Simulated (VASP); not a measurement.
# Sn3PbS4 (Pm-3m) in VASP: notebook

The runs below take Sn3PbS4 through single point, with PBE.

All numbers are computed with VASP 6.6.1; they aren't measurements. Logs are shortened: lines on timing, memory, paths and dates and some standing lists are left out, and cuts for length are marked.

## (1) The cell of the first run

The structure is cubic, space group Pm-3m (No. 221). The conventional cell has a = 5.895 Å, b = 5.895 Å, c = 5.895 Å, α = 90.00°, β = 90.00°, γ = 90.00°. Within 3.9 Å of Sn (site symmetry 4/mmm) lie 6 S at 2.95 Å. Within 3.9 Å of Pb (site symmetry m-3m) lie 6 S at 2.95 Å. S (site symmetry 4/mmm) has 4 Sn at 2.95 Å and 2 Pb at 2.95 Å within 3.9 Å. S (site symmetry m-3m) has 6 Sn at 2.95 Å within 3.9 Å.

## (2) Single point, PBE

Input file INCAR:

```
PREC = Accurate
ENCUT = 520
EDIFF = 1E-7
ISMEAR = 0
SIGMA = 0.1
LREAL = False
LASPH = True
NELM = 60
ALGO = Normal
ISIF = 2
LWAVE = False
LCHARG = True
GGA = PE
LELF = True
LVHAR = True
NBANDS = 50
```

Input file KPOINTS:

```
regular mesh
0
Gamma
  4 4 4
```

Input file POSCAR:

```
Sn3PbS4
1.0
    5.8945701000      0.0000000000      0.0000000000
    0.0000000000      5.8945701000      0.0000000000
    0.0000000000      0.0000000000      5.8945701000
Sn Pb S
3 1 4
Direct
    0.0000000000      0.5000000000      0.5000000000
    0.5000000000      0.5000000000      0.0000000000
    0.5000000000      0.0000000000      0.5000000000
    0.0000000000      0.0000000000      0.0000000000
    0.5000000000      0.0000000000      0.0000000000
    0.0000000000      0.0000000000      0.5000000000
    0.5000000000      0.5000000000      0.5000000000
    0.0000000000      0.5000000000      0.0000000000
```

Potentials or basis: VASP PAW PBE potentials, release 64 (Sn_d, Pb_d, S).

Command:

```console
cat potpaw_PBE.64/Sn_d/POTCAR potpaw_PBE.64/Pb_d/POTCAR potpaw_PBE.64/S/POTCAR > POTCAR
mpirun -np 1 vasp_std > vasp.out
```

OUTCAR:

```text
PREC = Accurate
   ENCUT = 520
   EDIFF = 1E-7
   ISMEAR = 0
   LREAL = False
   LASPH = True
   NELM = 60
   ISIF = 2
   GGA = PE

 ion  position               nearest neighbor table
   1  0.000  0.500  0.500-   6 2.95   7 2.95   8 2.95   8 2.95   6 2.95   7 2.95
   2  0.500  0.500  0.000-   5 2.95   7 2.95   8 2.95   7 2.95   5 2.95   8 2.95
   3  0.500  0.000  0.500-   5 2.95   6 2.95   7 2.95   5 2.95   7 2.95   6 2.95
   4  0.000  0.000  0.000-   5 2.95   6 2.95   8 2.95   6 2.95   8 2.95   5 2.95
   5  0.500  0.000  0.000-   2 2.95   3 2.95   4 2.95   3 2.95   2 2.95   4 2.95
   6  0.000  0.000  0.500-   1 2.95   3 2.95   4 2.95   4 2.95   1 2.95   3 2.95
   7  0.500  0.500  0.500-   1 2.95   2 2.95   3 2.95   2 2.95   3 2.95   1 2.95
   8  0.000  0.500  0.000-   1 2.95   2 2.95   4 2.95   1 2.95   4 2.95   2 2.95

  LATTYP: Found a simple cubic cell.
 ALAT       =     5.8945701000

  Lattice vectors:

 A1 = (   5.8945701000,   0.0000000000,   0.0000000000)
 A2 = (   0.0000000000,   5.8945701000,   0.0000000000)
 A3 = (   0.0000000000,   0.0000000000,   5.8945701000)

Analysis of symmetry for initial positions (statically):
=====================================================================
 Subroutine PRICEL returns:
 Original cell was already a primitive cell.

 Routine SETGRP: Setting up the symmetry group for a
 simple cubic supercell.

 Subroutine GETGRP returns: Found 48 space group operations
 (whereof 48 operations were pure point group operations)
 out of a pool of 48 trial point group operations.

The static configuration has the point symmetry O_h .

Analysis of symmetry for dynamics (positions and initial velocities):
=====================================================================
 Subroutine PRICEL returns:
 Original cell was already a primitive cell.

 Routine SETGRP: Setting up the symmetry group for a
 simple cubic supercell.

 Subroutine GETGRP returns: Found 48 space group operations
 (whereof 48 operations were pure point group operations)
 out of a pool of 48 trial point group operations.

The dynamic configuration has the point symmetry O_h .

 Subroutine INISYM returns: Found 48 space group operations
 (whereof 48 operations are pure point group operations),
 and found     1 'primitive' translations

----------------------------------------------------------------------------------------

                                     Primitive cell

  volume of cell :     204.8125

  direct lattice vectors                    reciprocal lattice vectors
     5.894570100  0.000000000  0.000000000     0.169647656  0.000000000  0.000000000
     0.000000000  5.894570100  0.000000000     0.000000000  0.169647656  0.000000000
     0.000000000  0.000000000  5.894570100     0.000000000  0.000000000  0.169647656

  length of vectors
     5.894570100  5.894570100  5.894570100     0.169647656  0.169647656  0.169647656

  position of ions in fractional coordinates (direct lattice)
     0.000000000  0.500000000  0.500000000
     0.500000000  0.500000000  0.000000000
     0.500000000  0.000000000  0.500000000
     0.000000000  0.000000000  0.000000000
     0.500000000  0.000000000  0.000000000
     0.000000000  0.000000000  0.500000000
     0.500000000  0.500000000  0.500000000
     0.000000000  0.500000000  0.000000000

  ion indices of the primitive-cell ions
   primitive index   ion index
                 1           1
                 2           2
                 3           3
                 4           4
                 5           5
                 6           6
                 7           7
                 8           8

----------------------------------------------------------------------------------------

 KPOINTS: regular mesh

Automatic generation of k-mesh.
 Grid dimensions read from file:
 generate k-points for:    4    4    4

 Generating k-lattice:

  Cartesian coordinates                     Fractional coordinates (reciprocal lattice)
     0.042411914  0.000000000  0.000000000     0.250000000  0.000000000  0.000000000
     0.000000000  0.042411914  0.000000000     0.000000000  0.250000000  0.000000000
     0.000000000  0.000000000  0.042411914     0.000000000  0.000000000  0.250000000

  Length of vectors
     0.042411914  0.042411914  0.042411914

  Shift w.r.t. Gamma in fractional coordinates (k-lattice)
     0.000000000  0.000000000  0.000000000

 Subroutine IBZKPT returns following result:
 ===========================================

 Found     10 irreducible k-points:

 Following reciprocal coordinates:
            Coordinates               Weight
  0.000000  0.000000  0.000000      1.000000
  0.250000  0.000000  0.000000      6.000000
  0.500000  0.000000  0.000000      3.000000
  0.250000  0.250000  0.000000     12.000000
  0.500000  0.250000  0.000000     12.000000
  0.500000  0.500000  0.000000      3.000000
  0.250000  0.250000  0.250000      8.000000
  0.500000  0.250000  0.250000     12.000000
  0.500000  0.500000  0.250000      6.000000
  0.500000  0.500000  0.500000      1.000000
   k-points           NKPTS =     10   k-points in BZ     NKDIM =     10   number of bands    NBANDS=     50
   number of dos      NEDOS =    301   number of ions     NIONS =      8
   total plane-waves  NPLWV = 110592
   dimension x,y,z NGX =    48 NGY =   48 NGZ =   48
   dimension x,y,z NGXF=    96 NGYF=   96 NGZF=   96
   ions per type =               3   1   4
   NGX,Y,Z   is equivalent  to a cutoff of  13.54, 13.54, 13.54 a.u.
   NGXF,Y,Z  is equivalent  to a cutoff of  27.08, 27.08, 27.08 a.u.
 SYSTEM =  unknown system
   PREC   = accura    normal or accurate (medium, high low for compatibility)
   ISTART =      0    job   : 0-new  1-cont  2-samecut
   ICHARG =      2    charge: 1-file 2-atom 10-const
   ISPIN  =      1    spin polarized calculation?
   LNONCOLLINEAR =      F non collinear calculations
   LSORBIT =      F    spin-orbit coupling
   LASPH  =      T    aspherical Exc in radial PAW
   ENCUT  =  520.0 eV  38.22 Ry    6.18 a.u.  10.96 10.96 10.96*2*pi/ulx,y,z
   NELM   =     60;   NELMIN=  2; NELMDL= -5     # of ELM steps
   EDIFF  = 0.1E-06   stopping-criterion for ELM
   LREAL  =      F    real-space projection
   EDIFFG = 0.1E-05   stopping-criterion for IOM
   NSW    =      0    number of steps for IOM
   IBRION =     -1    ionic relax: 0-MD 1-quasi-New 2-CG
   NFREE  =      0    steps in history (QN), initial steepest desc. (CG)
   ISIF   =      2    stress and relaxation
   ISYM   =      2    0-nonsym 1-usesym 2-fastsym
   POTIM  = 0.5000    time-step for ionic-motion
   TEBEG  =    0.0;   TEEND  =   0.0 temperature during run
   PSTRESS=    0.0 pullay stress
   NELECT =      80.0000    total number of electrons
   NUPDOWN=      -1.0000    fix difference up-down
   EMIN   =  10.00;   EMAX   =-10.00  energy-range for DOS
   EFERMI =   0.00;   METHOD = LEGACY
   ISMEAR =     0;   SIGMA  =   0.10  broadening in eV -4-tet -1-fermi 0-gaus
   EFERMI_NEDOS =   21; number of points for ismear=-14 and -15
   IALGO  =     38    algorithm
   IMIX   =      4    mixing-type and parameters
     AMIX     =   0.40;   BMIX     =  1.00
     AMIX_MAG =   1.60;   BMIX_MAG =  1.00
  volume/ion in A,a.u.               =      25.60       172.77
  Fermi-wavevector in a.u.,A,eV,Ry     =   1.196702  2.261439 19.484845  1.432096
  Thomas-Fermi vector in A             =   2.332636
   LORBIT       =      0    0 simple, 1 ext, 2 COOP (PROOUT), +10 PAW based schemes
   GGA     = PE    functional components
   LHFCALC =     F    Hartree Fock is set to
   AEXX    =    0.0000 exact exchange contribution
   IVDW    =     0    specifies the selected vdW correction
   LEPSILON=     F    determine dielectric tensor
   LRPA    =     F    only Hartree local field effects (RPA)
 non-spin polarized calculation
 Gauss-broadening in eV      SIGMA  =   0.10
  energy-cutoff  :      520.00
  volume of cell :      204.81
 maximum number of plane-waves:      5552
 NGX is ok and might be reduce to    48
   NGX = 21   NGY = 21   NGZ = 21

 number of electron      79.9999973 magnetization

 Free energy of the ion-electron system (eV)
  ---------------------------------------------------
  ext. energy  EPLUGINS =         0.00000000
  ---------------------------------------------------
  free energy    TOTEN  =       -34.98704584 eV

  energy without entropy =      -34.98435108  energy(sigma->0) =      -34.98569846

 E-fermi :   6.2090     XC(G=0):  -9.6402

 val. band max:        6.1718263476   @ k =   0.5000   0.5000   0.5000
 cond. band min:       6.5555411885   @ k =   0.5000   0.5000   0.5000
 fundamental gap:      0.3837148409
 Fermi energy:         6.2089894581

 k-point     1 :       0.0000    0.0000    0.0000
  band No.  band energies     occupation
      1     -15.5969      2.00000
      2     -15.5835      2.00000
      3     -15.5835      2.00000
      4     -15.5815      2.00000
      5     -15.5815      2.00000
      6     -15.5815      2.00000
[... 42 lines left out ...]
     49      11.3045      0.00000
     50      11.3404      0.00000

 k-point     2 :       0.2500    0.0000    0.0000
  band No.  band energies     occupation
      1     -15.5922      2.00000
      2     -15.5823      2.00000
      3     -15.5812      2.00000
      4     -15.5797      2.00000
      5     -15.5779      2.00000
      6     -15.5779      2.00000
[... 42 lines left out ...]
     49      10.5122      0.00000
     50      11.0570      0.00000

 k-point     3 :       0.5000    0.0000    0.0000
  band No.  band energies     occupation
      1     -15.5869      2.00000
      2     -15.5809      2.00000
      3     -15.5787      2.00000
      4     -15.5742      2.00000
      5     -15.5720      2.00000
      6     -15.5704      2.00000
[... 360 lines left out ...]
     49       9.1441      0.00000
     50       9.1717      0.00000

 k-point    10 :       0.5000    0.5000    0.5000
  band No.  band energies     occupation
      1     -15.5779      2.00000
      2     -15.5779      2.00000
      3     -15.5779      2.00000
      4     -15.5765      2.00000
      5     -15.5765      2.00000
      6     -15.5765      2.00000
[... 42 lines left out ...]
     49       7.5588      0.00000
     50       7.7950      0.00000

------------------------ aborting loop because EDIFF is reached ----------------------------------------

  FORCE on cell =-STRESS in cart. coord.  units (eV):
  Direction    XX          YY          ZZ          XY          YZ          ZX
  --------------------------------------------------------------------------------------
  -------------------------------------------------------------------------------------
  Total       -0.1918308     -0.1918308     -0.1918308     -0.0000000      0.0000000     -0.0000000
  in kB       -1.5006258     -1.5006258     -1.5006258     -0.0000000      0.0000000     -0.0000000
  external PRESSURE =      -1.5006258 kB  Pullay stress =       0.0000000 kB

 VOLUME and BASIS-vectors are now :
 -----------------------------------------------------------------------------
  energy-cutoff  :      520.00
  volume of cell :      204.81
      direct lattice vectors                 reciprocal lattice vectors
     5.894570100  0.000000000  0.000000000     0.169647656  0.000000000  0.000000000
     0.000000000  5.894570100  0.000000000     0.000000000  0.169647656  0.000000000
     0.000000000  0.000000000  5.894570100     0.000000000  0.000000000  0.169647656

 POSITION                                       TOTAL-FORCE (eV/Angst)
 -----------------------------------------------------------------------------------
      0.00000      2.94729      2.94729         0.000000      0.000000      0.000000
      2.94729      2.94729      0.00000         0.000000      0.000000      0.000000
      2.94729      0.00000      2.94729         0.000000      0.000000      0.000000
      0.00000      0.00000      0.00000         0.000000      0.000000      0.000000
      2.94729      0.00000      0.00000         0.000000      0.000000      0.000000
      0.00000      0.00000      2.94729         0.000000      0.000000      0.000000
      2.94729      2.94729      2.94729         0.000000      0.000000      0.000000
      0.00000      2.94729      0.00000         0.000000      0.000000      0.000000
 -----------------------------------------------------------------------------------
    total drift:                                0.000000      0.000000     -0.000000

  FREE ENERGIE OF THE ION-ELECTRON SYSTEM (eV)
  ---------------------------------------------------
  free  energy   TOTEN  =       -34.9870458425 eV

  energy  without entropy=      -34.9843510841  energy(sigma->0) =      -34.98569846
```

Wall time 2.5 min (1 thread of AMD EPYC 9R45 (Zen 5), shared host); peak memory 0.33 GiB.

Results:

```yaml
Free_energy: -34.9870 eV
Pressure: -0.2 GPa
Band_gap_on_the_k_mesh: zero (filled and empty bands touch)
```

Caveat: spin-orbit coupling is left out, which moves the levels of the heavy elements.

## (3) Single point, PBE

Input file INCAR:

```
PREC     = Accurate       # precision mode
ENCUT    = 520            # plane-wave cutoff, eV
EDIFF    = 1E-6           # SCF threshold, eV
ISMEAR   = 0              # smearing method
SIGMA    = 0.2            # smearing width, eV
LREAL    = F              # projectors in reciprocal space
LASPH    = T              # aspherical terms in the spheres
NELM     = 80             # most SCF steps
ALGO     = Normal         # electronic algorithm
ISIF     = 2              # what is computed and relaxed
LWAVE    = F              # write WAVECAR
LCHARG   = F              # write CHGCAR
GGA      = PE             # functional
NBANDS   = 50             # bands
```

Input file KPOINTS:

```
Automatic mesh
0
Gamma
  4 4 4
```

POSCAR is that of step 2.

Potentials or basis: VASP PAW PBE potentials, release 64 (Sn_d, Pb_d, S).

Command:

```console
cat potpaw_PBE.64/Sn_d/POTCAR potpaw_PBE.64/Pb_d/POTCAR potpaw_PBE.64/S/POTCAR > POTCAR
mpirun -np 1 vasp_std > vasp.out
```

Run time: 2.2 min. Hardware: 1 thread of AMD EPYC 9R45 (Zen 5), shared host; peak memory 0.33 GiB.

It converged, with:

```yaml
Free_energy: -34.9899 eV
Pressure: -0.2 GPa
Band_gap_on_the_k_mesh: zero (filled and empty bands touch)
```

Levels at points of the mesh, in eV from the Fermi level:
| k point | band 37 | band 38 | band 39 | band 40 | band 41 | band 42 | band 43 | band 44 |
| --- | --- | --- | --- | --- | --- | --- | --- | --- |
| (0.00, 0.00, 0.00) | -3.89 | -2.60 | -2.60 | -2.60 | 3.13 | 3.13 | 3.13 | 4.52 |
| (0.50, 0.00, 0.00) | -2.03 | -1.89 | -1.31 | -1.23 | 1.54 | 1.65 | 1.86 | 2.07 |
| (0.50, 0.50, 0.00) | -1.20 | -0.80 | -0.80 | -0.78 | 0.92 | 0.96 | 1.03 | 1.03 |
| (0.50, 0.50, 0.50) | -0.37 | -0.13 | -0.08 | -0.08 | -0.08 | 0.30 | 0.30 | 0.30 |

Caveat: spin-orbit coupling is left out, which moves the levels of the heavy elements.
